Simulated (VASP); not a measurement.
A run of VASP 6.6.1 is set up as follows.

INCAR

```
PREC     = Accurate       # precision mode
ENCUT    = 520            # plane-wave cutoff, eV
EDIFF    = 1E-7           # SCF threshold, eV
ISMEAR   = 0              # smearing method
SIGMA    = 0.1            # smearing width, eV
LREAL    = F              # projectors in reciprocal space
LASPH    = T              # aspherical terms in the spheres
NELM     = 60             # most SCF steps
ALGO     = Normal         # electronic algorithm
ISIF     = 2              # what is computed and relaxed
LWAVE    = F              # write WAVECAR
LCHARG   = F              # write CHGCAR
GGA      = PS             # functional
NBANDS   = 18             # bands
```

File KPOINTS:

```
Automatic mesh
0
Gamma
  6 6 2
```

POSCAR

```
As
1.0
    4.3594699120      0.0000000000      0.0000000000
   -2.1797349560      3.7754116909      0.0000000000
    0.0000000000      0.0000000000      5.7073690460
As
4
Direct
    0.0000000000      0.0000000000      0.2500000000
    0.0000000000      0.0000000000      0.7500000000
    0.3333333333      0.6666666667      0.7500000000
    0.6666666667      0.3333333333      0.2500000000
```

Potentials or basis: VASP PAW PBE potentials, release 64 (As).

Run with:

```console
$ cat potpaw_PBE.64/As/POTCAR > POTCAR
$ mpirun -np 1 vasp_std > vasp.out
```

(1) Estimate the pressure.

(2) Predict the band gap on the k mesh.

Answers

(1) 0.2 GPa.

(2) zero (band 10 reaches 4.91 eV, above the bottom of band 11 at 4.21 eV).

Caveat: the k points lie up to 0.55 Å⁻¹ apart; the PAW data sets were made with another functional, which shifts forces and pressure a little.
